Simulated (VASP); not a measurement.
# Au (Im-3m) in VASP: a series of runs

Au is run at these levels: PBEsol; tasks: single point.

Everything below comes from runs of VASP 6.6.1. Logs are shortened: lines on timing, memory, paths and dates and some standing lists are left out, and cuts for length are marked.

**1. The cell of the first run**

It takes space group Im-3m (No. 229, cubic). The conventional cell has a = 3.072 Å, b = 3.072 Å, c = 3.072 Å, α = 90.00°, β = 90.00°, γ = 90.00°. Au (site symmetry m-3m) has 14 Au at 2.66 to 3.07 Å within 3.5 Å.

**2. Single point, PBEsol (volume scaled by 0.85)**

INCAR reads:

```
PREC = Accurate
ENCUT = 520
EDIFF = 1E-6
ISMEAR = -1
SIGMA = 0.1
LREAL = F
LASPH = T
NELM = 100
ALGO = Normal
ISIF = 2
LWAVE = F
LCHARG = F
GGA = PS
NBANDS = 12
```

KPOINTS reads:

```
regular mesh
0
Gamma
  18 18 18
```

POSCAR reads:

```
Au
1.0
   -1.5358406627      1.5358406627      1.5358406627
    1.5358406627     -1.5358406627      1.5358406627
    1.5358406627      1.5358406627     -1.5358406627
Au
1
Direct
    0.0000000000      0.0000000000      0.0000000000
```

Potentials or basis: VASP PAW PBE potentials, release 64 (Au).

Command:

```bash
> cat potpaw_PBE.64/Au/POTCAR > POTCAR
> mpirun -np 1 vasp_std > vasp.out
```

OUTCAR:

```text
PREC = Accurate
   ENCUT = 520
   EDIFF = 1E-6
   ISMEAR = -1
   LREAL = F
   LASPH = T
   NELM = 100
   ISIF = 2
   GGA = PS

 ion  position               nearest neighbor table
   1  0.000  0.000  0.000-

  LATTYP: Found a body centered cubic cell.
 ALAT       =     3.0716813254

  Lattice vectors:

 A1 = (  -1.5358406627,   1.5358406627,   1.5358406627)
 A2 = (   1.5358406627,  -1.5358406627,   1.5358406627)
 A3 = (   1.5358406627,   1.5358406627,  -1.5358406627)

Analysis of symmetry for initial positions (statically):
=====================================================================
 Subroutine PRICEL returns:
 Original cell was already a primitive cell.

 Routine SETGRP: Setting up the symmetry group for a
 body centered cubic supercell.

 Subroutine GETGRP returns: Found 48 space group operations
 (whereof 48 operations were pure point group operations)
 out of a pool of 48 trial point group operations.

The static configuration has the point symmetry O_h .

Analysis of symmetry for dynamics (positions and initial velocities):
=====================================================================
 Subroutine PRICEL returns:
 Original cell was already a primitive cell.

 Routine SETGRP: Setting up the symmetry group for a
 body centered cubic supercell.

 Subroutine GETGRP returns: Found 48 space group operations
 (whereof 48 operations were pure point group operations)
 out of a pool of 48 trial point group operations.

The dynamic configuration has the point symmetry O_h .

 Subroutine INISYM returns: Found 48 space group operations
 (whereof 48 operations are pure point group operations),
 and found     1 'primitive' translations

----------------------------------------------------------------------------------------

                                     Primitive cell

  volume of cell :      14.4910

  direct lattice vectors                    reciprocal lattice vectors
    -1.535840663  1.535840663  1.535840663     0.000000000  0.325554605  0.325554605
     1.535840663 -1.535840663  1.535840663     0.325554605  0.000000000  0.325554605
     1.535840663  1.535840663 -1.535840663     0.325554605  0.325554605  0.000000000

  length of vectors
     2.660154060  2.660154060  2.660154060     0.460403737  0.460403737  0.460403737

  position of ions in fractional coordinates (direct lattice)
     0.000000000  0.000000000  0.000000000

  ion indices of the primitive-cell ions
   primitive index   ion index
                 1           1

----------------------------------------------------------------------------------------

[... 74 lines left out ...]
   NFREE  =      0    steps in history (QN), initial steepest desc. (CG)
   ISIF   =      2    stress and relaxation
   ISYM   =      2    0-nonsym 1-usesym 2-fastsym
   POTIM  = 0.5000    time-step for ionic-motion
   TEBEG  =    0.0;   TEEND  =   0.0 temperature during run
   PSTRESS=    0.0 pullay stress
   NELECT =      11.0000    total number of electrons
   NUPDOWN=      -1.0000    fix difference up-down
   EMIN   =  10.00;   EMAX   =-10.00  energy-range for DOS
   EFERMI =   0.00;   METHOD = LEGACY
   ISMEAR =    -1;   SIGMA  =   0.10  broadening in eV -4-tet -1-fermi 0-gaus
   EFERMI_NEDOS =   21; number of points for ismear=-14 and -15
   IALGO  =     38    algorithm
   IMIX   =      4    mixing-type and parameters
     AMIX     =   0.40;   BMIX     =  1.00
     AMIX_MAG =   1.60;   BMIX_MAG =  1.00
  volume/ion in A,a.u.               =      14.49        97.79
  Fermi-wavevector in a.u.,A,eV,Ry     =   1.493389  2.822096 30.343852  2.230210
  Thomas-Fermi vector in A             =   2.605796
   LORBIT       =      0    0 simple, 1 ext, 2 COOP (PROOUT), +10 PAW based schemes
   GGA     = PS    functional components
   LHFCALC =     F    Hartree Fock is set to
   AEXX    =    0.0000 exact exchange contribution
   IVDW    =     0    specifies the selected vdW correction
   LEPSILON=     F    determine dielectric tensor
   LRPA    =     F    only Hartree local field effects (RPA)
 non-spin polarized calculation
  energy-cutoff  :      520.00
  volume of cell :       14.49
 maximum number of plane-waves:       402
   NGX =  9   NGY =  9   NGZ =  9

 number of electron      11.0000003 magnetization

 Free energy of the ion-electron system (eV)
  ---------------------------------------------------
  ext. energy  EPLUGINS =         0.00000000
  ---------------------------------------------------
  free energy    TOTEN  =        -3.61241132 eV

  energy without entropy =       -3.60626676  energy(sigma->0) =       -3.60933904

 E-fermi :  12.2860     XC(G=0): -13.8653

 val. band max:       12.2428038661   @ k =   0.3889   0.0556   0.0556
 cond. band min:      12.2942986130   @ k =  -0.3333   0.3333   0.3333
 fundamental gap:      0.0514947469
 Fermi energy:        12.2860464361

 k-point     1 :       0.0000    0.0000    0.0000
  band No.  band energies     occupation
      1       0.4781      2.00000
      2       6.3676      2.00000
      3       6.3676      2.00000
      4       6.3676      2.00000
      5       8.8883      2.00000
      6       8.8883      2.00000
      7      28.6278      0.00000
      8      28.6278      0.00000
      9      28.6278      0.00000
     10      39.1057      0.00000
     11      39.1057      0.00000
     12      39.6997      0.00000
[... 331 lines left out ...]
 k-point    24 :       0.3889    0.1111    0.0000
  band No.  band energies     occupation
      1       3.6477      2.00000
      2       5.0608      2.00000
      3       8.1305      2.00000
      4       8.7160      2.00000
      5       9.6903      2.00000
      6      12.4347      0.36903
      7      17.7042      0.00000
      8      24.5545      0.00000
      9      26.7596      0.00000
     10      35.2411      0.00000
     11      36.3009      0.00000
     12      37.9199      0.00000

 [... further k-points ...]
[... 5 lines left out ...]
  --------------------------------------------------------------------------------------
  -------------------------------------------------------------------------------------
  Total        4.0122533      4.0122533      4.0122533      0.0000000      0.0000000     -0.0000000
  in kB      443.6090972    443.6090972    443.6090972      0.0000000      0.0000000     -0.0000000
  external PRESSURE =     443.6090972 kB  Pullay stress =       0.0000000 kB

 VOLUME and BASIS-vectors are now :
 -----------------------------------------------------------------------------
  energy-cutoff  :      520.00
  volume of cell :       14.49
      direct lattice vectors                 reciprocal lattice vectors
    -1.535840663  1.535840663  1.535840663     0.000000000  0.325554605  0.325554605
     1.535840663 -1.535840663  1.535840663     0.325554605  0.000000000  0.325554605
     1.535840663  1.535840663 -1.535840663     0.325554605  0.325554605  0.000000000

 POSITION                                       TOTAL-FORCE (eV/Angst)
 -----------------------------------------------------------------------------------
      0.00000      0.00000      0.00000        -0.000000      0.000000     -0.000000
 -----------------------------------------------------------------------------------
    total drift:                                0.000000     -0.000000      0.000000

  FREE ENERGIE OF THE ION-ELECTRON SYSTEM (eV)
  ---------------------------------------------------
  free  energy   TOTEN  =        -3.6124113170 eV

  energy  without entropy=       -3.6062667612  energy(sigma->0) =       -3.60933904
```

stdout:

```text
POSCAR found type information on POSCAR Au
 POSCAR found :  1 types and       1 ions
 scaLAPACK will be used
 -----------------------------------------------------------------------------
|                                                                             |
|                                                                             |
|     You enforced a specific xc type in the INCAR file but a different       |
|     I HOPE YOU KNOW WHAT YOU ARE DOING!                                     |
|                                                                             |
 -----------------------------------------------------------------------------

 LDA part: xc-table for (Slater+PW92), standard interpolation
 POSCAR, INCAR and KPOINTS ok, starting setup
 FFT: planning ... GRIDC
 FFT: planning ... GRID_SOFT
 FFT: planning ... GRID
 WAVECAR not read
 entering main loop
```

Run time: 18 s. Hardware: 1 thread of Intel Xeon Platinum 8488C (Sapphire Rapids), shared host; peak memory 0.15 GiB.

Results:

```
Free energy : -3.6124 eV
Pressure    : 44.4 GPa
```

Levels at points of the mesh, in eV from the Fermi level:
```
           k point  band 4  band 5  band 6  band 7  band 8  band 9
(0.00, 0.00, 0.00)   -5.92   -3.40   -3.40   16.34   16.34   16.34
(0.50, 0.00, 0.00)   -3.08   -1.48   -1.29    4.62   12.27   15.05
(0.50, 0.50, 0.50)   -1.82   -1.82    6.38    6.38    6.38   11.80
```

Caveat: the PAW data sets were made with another functional, which shifts forces and pressure a little; spin-orbit coupling is left out, which moves the levels of the heavy elements.

**3. Single point, PBEsol (volume scaled by 0.95)**

INCAR reads:

```
SYSTEM = Au
ALGO = Normal
EDIFF = 1E-6
ENCUT = 520
GGA = PS
ISIF = 2
ISMEAR = -1
LASPH = .TRUE.
LCHARG = .TRUE.
LELF = .TRUE.
LREAL = .FALSE.
LVHAR = .TRUE.
LWAVE = .FALSE.
NBANDS = 12
NELM = 60
PREC = Accurate
SIGMA = 0.1
```

KPOINTS reads:

```
k-points
0
G
  18 18 18
  0 0 0
```

POSCAR reads:

```
Au
1.0
   -1.5938510086      1.5938510086      1.5938510086
    1.5938510086     -1.5938510086      1.5938510086
    1.5938510086      1.5938510086     -1.5938510086
Au
1
Direct
    0.0000000000      0.0000000000      0.0000000000
```

Potentials or basis: VASP PAW PBE potentials, release 64 (Au).

Command:

```bash
> cat potpaw_PBE.64/Au/POTCAR > POTCAR
> mpirun -np 1 vasp_std > vasp.out
```

It took 18 s on 1 thread of Intel Xeon Platinum 8488C (Sapphire Rapids), shared host; peak memory 0.17 GiB.

The run converged. Its results:

| Item | Value |
| --- | --- |
| Free energy | -3.8828 eV |
| Pressure | 10.0 GPa |

Levels at points of the mesh, in eV from the Fermi level:
```tsv
k point	band 3	band 4	band 5	band 6	band 7	band 8	band 9	band 10
(0.00, 0.00, 0.00)	-5.18	-5.18	-3.06	-3.06	16.47	16.47	16.47	25.25
(0.50, 0.00, 0.00)	-3.21	-2.82	-1.35	-0.94	3.86	12.35	14.24	22.61
(0.50, 0.50, 0.50)	-1.78	-1.78	-1.78	6.29	6.29	6.29	10.32	16.58
```

Caveat: the PAW data sets were made with another functional, which shifts forces and pressure a little; spin-orbit coupling is left out, which moves the levels of the heavy elements.
